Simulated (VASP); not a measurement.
# TiB2 (P6/mmm) in VASP: settings compared

The runs below take TiB2 through relaxation of cell and atoms, with PBE, PBEsol.

Program: VASP 6.6.1. These are calculated values, not measurements. Logs are shortened: lines on timing, memory, paths and dates and some standing lists are left out, and cuts for length are marked.

### Step 1. The cell of the first run

The structure is hexagonal, space group P6/mmm (No. 191). Conventional cell: a = 3.029 Å, b = 3.029 Å, c = 3.228 Å, α = 90.00°, β = 90.00°, γ = 120.00°. Ti (site symmetry 6/mmm) has 12 B at 2.38 Å and 6 Ti at 3.03 Å within 3.1 Å. Within 2.3 Å of B (site symmetry -6m2) lie 3 B at 1.75 Å.

### Step 2. Relaxation of cell and atoms, PBE

Input file INCAR:

```
PREC = Accurate
ENCUT = 500
EDIFF = 1E-7
ISMEAR = -1
SIGMA = 0.1
LREAL = F
LASPH = T
NELM = 120
ALGO = Normal
ISIF = 3
LWAVE = F
LCHARG = F
GGA = PE
IBRION = 2
NSW = 80
EDIFFG = -0.01
GGA_COMPAT = F
NELMIN = 4
```

Input file KPOINTS:

```
regular mesh
0
Gamma
  12 12 10
```

Input file POSCAR:

```
TiB2
1.0
    3.0292000000      0.0000000000      0.0000000000
   -1.5146000000      2.6233641500      0.0000000000
    0.0000000000      0.0000000000      3.2284000000
Ti B
1 2
Direct
    0.0000000000      0.0000000000      0.0000000000
    0.3333333300      0.6666666700      0.5000000000
    0.6666666700      0.3333333300      0.5000000000
```

Potentials or basis: VASP PAW PBE potentials, release 64 (Ti_sv, B).

On the command line:

```
> cat potpaw_PBE.64/Ti_sv/POTCAR potpaw_PBE.64/B/POTCAR > POTCAR
> mpirun -np 1 vasp_std > vasp.out
```

OUTCAR:

```text
PREC = Accurate
   ENCUT = 500
   EDIFF = 1E-7
   ISMEAR = -1
   LREAL = F
   LASPH = T
   NELM = 120
   ISIF = 3
   GGA = PE
   IBRION = 2
   NSW = 80
   EDIFFG = -0.01
   NELMIN = 4

 ion  position               nearest neighbor table
   1  0.000  0.000  0.000-   2 2.38   3 2.38   2 2.38   3 2.38   2 2.38   2 2.38   3 2.38   3 2.38
                             3 2.38   3 2.38   2 2.38   2 2.38
   2  0.333  0.667  0.500-   3 1.75   3 1.75   3 1.75   1 2.38   1 2.38   1 2.38   1 2.38   1 2.38
                             1 2.38
   3  0.667  0.333  0.500-   2 1.75   2 1.75   2 1.75   1 2.38   1 2.38   1 2.38   1 2.38   1 2.38
                             1 2.38

  LATTYP: Found a hexagonal cell.
 ALAT       =     3.0292000000
 C/A-ratio  =     1.0657599366

  Lattice vectors:

 A1 = (   3.0292000000,   0.0000000000,   0.0000000000)
 A2 = (  -1.5146000000,   2.6233641500,   0.0000000000)
 A3 = (   0.0000000000,   0.0000000000,   3.2284000000)

Analysis of symmetry for initial positions (statically):
=====================================================================
 Subroutine PRICEL returns:
 Original cell was already a primitive cell.

 Routine SETGRP: Setting up the symmetry group for a
 hexagonal supercell.

 Subroutine GETGRP returns: Found 24 space group operations
 (whereof 24 operations were pure point group operations)
 out of a pool of 24 trial point group operations.

The static configuration has the point symmetry D_6h.

Analysis of symmetry for dynamics (positions and initial velocities):
=====================================================================
 Subroutine PRICEL returns:
 Original cell was already a primitive cell.

 Routine SETGRP: Setting up the symmetry group for a
 hexagonal supercell.

 Subroutine GETGRP returns: Found 24 space group operations
 (whereof 24 operations were pure point group operations)
 out of a pool of 24 trial point group operations.

The dynamic configuration has the point symmetry D_6h.

 Subroutine INISYM returns: Found 24 space group operations
 (whereof 24 operations are pure point group operations),
 and found     1 'primitive' translations

----------------------------------------------------------------------------------------

                                     Primitive cell

  volume of cell :      25.6551

  direct lattice vectors                    reciprocal lattice vectors
     3.029200000  0.000000000  0.000000000     0.330120164  0.190594966  0.000000000
    -1.514600000  2.623364150  0.000000000     0.000000000  0.381189931  0.000000000
     0.000000000  0.000000000  3.228400000     0.000000000  0.000000000  0.309750960

  length of vectors
     3.029200000  3.029199997  3.228400000     0.381189931  0.381189931  0.309750960

  position of ions in fractional coordinates (direct lattice)
[... 79 lines left out ...]
   ENCUT  =  500.0 eV  36.75 Ry    6.06 a.u.   5.52  5.52  5.89*2*pi/ulx,y,z
   NELM   =    120;   NELMIN=  4; NELMDL= -5     # of ELM steps
   EDIFF  = 0.1E-06   stopping-criterion for ELM
   LREAL  =      F    real-space projection
   EDIFFG = -.1E-01   stopping-criterion for IOM
   NSW    =     80    number of steps for IOM
   IBRION =      2    ionic relax: 0-MD 1-quasi-New 2-CG
   NFREE  =      1    steps in history (QN), initial steepest desc. (CG)
   ISIF   =      3    stress and relaxation
   ISYM   =      2    0-nonsym 1-usesym 2-fastsym
   POTIM  = 0.5000    time-step for ionic-motion
   TEBEG  =    0.0;   TEEND  =   0.0 temperature during run
   PSTRESS=    0.0 pullay stress
   NELECT =      18.0000    total number of electrons
   NUPDOWN=      -1.0000    fix difference up-down
   EMIN   =  10.00;   EMAX   =-10.00  energy-range for DOS
   EFERMI =   0.00;   METHOD = LEGACY
   ISMEAR =    -1;   SIGMA  =   0.10  broadening in eV -4-tet -1-fermi 0-gaus
   EFERMI_NEDOS =   21; number of points for ismear=-14 and -15
   IALGO  =     38    algorithm
   IMIX   =      4    mixing-type and parameters
     AMIX     =   0.40;   BMIX     =  1.00
     AMIX_MAG =   1.60;   BMIX_MAG =  1.00
  volume/ion in A,a.u.               =       8.55        57.71
  Fermi-wavevector in a.u.,A,eV,Ry     =   1.454703  2.748990 28.792122  2.116161
  Thomas-Fermi vector in A             =   2.571823
   LORBIT       =      0    0 simple, 1 ext, 2 COOP (PROOUT), +10 PAW based schemes
   GGA     = PE    functional components
   LHFCALC =     F    Hartree Fock is set to
   AEXX    =    0.0000 exact exchange contribution
   IVDW    =     0    specifies the selected vdW correction
   LEPSILON=     F    determine dielectric tensor
   LRPA    =     F    only Hartree local field effects (RPA)
 conjugate gradient relaxation of ions
 non-spin polarized calculation
  energy-cutoff  :      500.00
  volume of cell :       25.66
 maximum number of plane-waves:       672
 NGX is ok and might be reduce to    24
   NGX = 11   NGY = 11   NGZ = 11

--------------------------------------- Ionic step        1  -------------------------------------------

 number of electron      18.0000002 magnetization

 Free energy of the ion-electron system (eV)
  ---------------------------------------------------
  ext. energy  EPLUGINS =         0.00000000
  ---------------------------------------------------
  free energy    TOTEN  =       -24.43551026 eV

  energy without entropy =      -24.42312376  energy(sigma->0) =      -24.42931701

 E-fermi :  10.0044     XC(G=0): -12.7686

 val. band max:        9.9834412043   @ k =   0.0833   0.0833   0.3000
 cond. band min:      10.0176477880   @ k =   0.0833   0.0000   0.3000
 fundamental gap:      0.0342065837
 Fermi energy:        10.0044208585

 k-point     1 :       0.0000    0.0000    0.0000
  band No.  band energies     occupation
      1     -46.9586      2.00000
      2     -23.3093      2.00000
      3     -22.9959      2.00000
      4     -22.9959      2.00000
      5      -3.5080      2.00000
      6       7.3983      2.00000
      7       7.3983      2.00000
      8       7.6710      2.00000
      9       7.8854      2.00000
     10      11.8884      0.00000
     11      11.8884      0.00000
     12      13.6496      0.00000
     13      13.6496      0.00000
[... 478 lines left out ...]
--------------------------------------- Ionic step        4  -------------------------------------------

 number of electron      18.0000001 magnetization

 Free energy of the ion-electron system (eV)
  ---------------------------------------------------
  ext. energy  EPLUGINS =         0.00000000
  ---------------------------------------------------
  free energy    TOTEN  =       -24.43565610 eV

  energy without entropy =      -24.42321074  energy(sigma->0) =      -24.42943342

 E-fermi :   9.9904     XC(G=0): -12.7629

 val. band max:        9.9653086886   @ k =   0.0833   0.0833   0.3000
 cond. band min:      10.0020496453   @ k =   0.0833   0.0000   0.3000
 fundamental gap:      0.0367409567
 Fermi energy:         9.9903656286

 k-point     1 :       0.0000    0.0000    0.0000
  band No.  band energies     occupation
      1     -46.9720      2.00000
      2     -23.3207      2.00000
      3     -23.0119      2.00000
      4     -23.0119      2.00000
      5      -3.5116      2.00000
      6       7.3732      2.00000
      7       7.3732      2.00000
      8       7.6827      2.00000
      9       7.8809      2.00000
     10      11.8728      0.00000
     11      11.8728      0.00000
     12      13.6435      0.00000
     13      13.6435      0.00000
[... 398 lines left out ...]
  FREE ENERGIE OF THE ION-ELECTRON SYSTEM (eV)
  ---------------------------------------------------
  free  energy   TOTEN  =       -24.4356561002 eV

  energy  without entropy=      -24.4232107397  energy(sigma->0) =      -24.42943342

 reached required accuracy - stopping structural energy minimisation
```

CONTCAR:

```text
TiB2
   1.00000000000000
     3.0326936485118634    0.0000000000000000   -0.0000000000000000
    -1.5163468242559317    2.6263897383522909   -0.0000000000000000
    -0.0000000000000000   -0.0000000000000000    3.2250847086613912
  Ti              B
     1     2
Direct
     0.0000000000000000    0.0000000000000000    1.0000000000000000
     0.3333333300000021    0.6666666699999979    0.5000000000000000
     0.6666666699999979    0.3333333300000021    0.5000000000000000

  0.00000000E+00  0.00000000E+00  0.00000000E+00
  0.00000000E+00  0.00000000E+00  0.00000000E+00
  0.00000000E+00  0.00000000E+00  0.00000000E+00
```

Wall time 57 s (1 thread of Intel Xeon 6975P-C, shared host); peak memory 0.17 GiB.

Results:

| Property | Result |
| --- | --- |
| Free energy | -24.4357 eV |
| Relaxed volume | 8.56 Å³/atom |
| Relaxed cell | a = 3.033 Å, b = 3.033 Å, c = 3.225 Å, α = 90.00°, β = 90.00°, γ = 120.00° |
| Space group after relaxing (to 0.05 Å) | P6/mmm (No. 191) |
| Energy gained by relaxing | 0.0 meV/atom |
| Ionic steps | 4 |
| Pressure after relaxing | 0.0 GPa |
| Band gap on the k mesh | zero (band 9 reaches 10.31 eV, above the bottom of band 10 at 9.77 eV) |

Step by step:
```csv
step,energy change (eV),largest force (eV/Å),pressure (GPa),volume (Å³)
1,0.0000,0.0000,0.45,25.66
2,-0.0001,0.0000,-0.45,25.74
3,-0.0001,0.0000,-0.14,25.70
4,-0.0001,0.0000,0.03,25.69
```

Final structure:
```
Ti B
1.0
     3.03269    0.00000    0.00000
    -1.51635    2.62639    0.00000
     0.00000    0.00000    3.22508
Ti B
1 2
Cartesian
  0.0000 0.0000 3.2251
  0.0000 1.7509 1.6125
  1.5163 0.8755 1.6125
```

Levels at points of the mesh, in eV from the Fermi level:
```csv
k point,band 5,band 6,band 7,band 8,band 9,band 10,band 11,band 12,band 13
"(0.00, 0.00, 0.00)",-13.50,-2.62,-2.62,-2.31,-2.11,1.88,1.88,3.65,3.65
"(0.50, 0.00, 0.00)",-9.37,-9.24,-3.28,-3.21,-2.27,1.33,2.72,3.20,3.37
"(0.00, 0.00, 0.50)",-11.58,-7.61,-0.57,-0.57,-0.20,-0.20,0.43,0.43,1.65
"(0.50, 0.00, 0.50)",-9.75,-7.55,-4.65,-3.82,-3.15,2.48,2.90,4.46,4.57
```

### Step 3. Relaxation of cell and atoms, PBEsol

Input file INCAR:

```
  PREC = Accurate
  ENCUT = 500
  EDIFF = 1E-7
  ISMEAR = -1
  SIGMA = 0.1
  LREAL = False
  LASPH = True
  NELM = 120
  ALGO = Normal
  ISIF = 3
  LWAVE = False
  LCHARG = False
  GGA = PS
  IBRION = 2
  NSW = 80
  EDIFFG = -0.01
  GGA_COMPAT = False
  NELMIN = 4
```

KPOINTS is that of step 2.

POSCAR is that of step 2.

Potentials or basis: VASP PAW PBE potentials, release 64 (Ti_sv, B).

On the command line:

```
> cat potpaw_PBE.64/Ti_sv/POTCAR potpaw_PBE.64/B/POTCAR > POTCAR
> mpirun -np 1 vasp_std > vasp.out
```

Run time: 59 s. Hardware: 1 thread of Intel Xeon 6975P-C, shared host; peak memory 0.17 GiB.

Results (log left out):

| Item | Value |
| --- | --- |
| Free energy | -25.7985 eV |
| Relaxed volume | 8.38 Å³/atom |
| Relaxed cell | a = 3.019 Å, b = 3.019 Å, c = 3.186 Å, α = 90.00°, β = 90.00°, γ = 120.00° |
| Space group after relaxing (to 0.05 Å) | P6/mmm (No. 191) |
| Energy gained by relaxing | 3.0 meV/atom |
| Ionic steps | 4 |
| Pressure after relaxing | 0.0 GPa |
| Band gap on the k mesh | zero (band 9 reaches 10.42 eV, above the bottom of band 10 at 9.87 eV) |

The path:
```csv
step,energy change (eV),largest force (eV/Å),pressure (GPa),volume (Å³)
1,0.0000,0.0000,-4.76,25.66
2,-0.0025,0.0000,4.82,24.72
3,-0.0084,0.0000,0.31,25.14
4,-0.0091,0.0000,-0.01,25.15
```

Final structure:
```
CELL_PARAMETERS angstrom
3.01903 0.00000 0.00000
-1.50951 2.61456 0.00000
0.00000 0.00000 3.18624
ATOMIC_POSITIONS crystal
Ti 0.00000 0.00000 0.00000
B 0.33333 0.66667 0.50000
B 0.66667 0.33333 0.50000
```

Levels at points of the mesh, in eV from the Fermi level:
| k point | band 6 | band 7 | band 8 | band 9 | band 10 | band 11 | band 12 | band 13 |
| --- | --- | --- | --- | --- | --- | --- | --- | --- |
| (0.00, 0.00, 0.00) | -2.70 | -2.70 | -2.20 | -2.17 | 1.96 | 1.96 | 3.84 | 3.84 |
| (0.50, 0.00, 0.00) | -9.23 | -3.30 | -3.21 | -2.35 | 1.39 | 2.81 | 3.31 | 3.50 |
| (0.00, 0.00, 0.50) | -7.69 | -0.55 | -0.55 | -0.25 | -0.25 | 0.44 | 0.44 | 1.80 |
| (0.50, 0.00, 0.50) | -7.53 | -4.74 | -3.91 | -3.15 | 2.63 | 3.01 | 4.71 | 4.78 |

Caveat: the PAW data sets were made with another functional, which shifts forces and pressure a little.
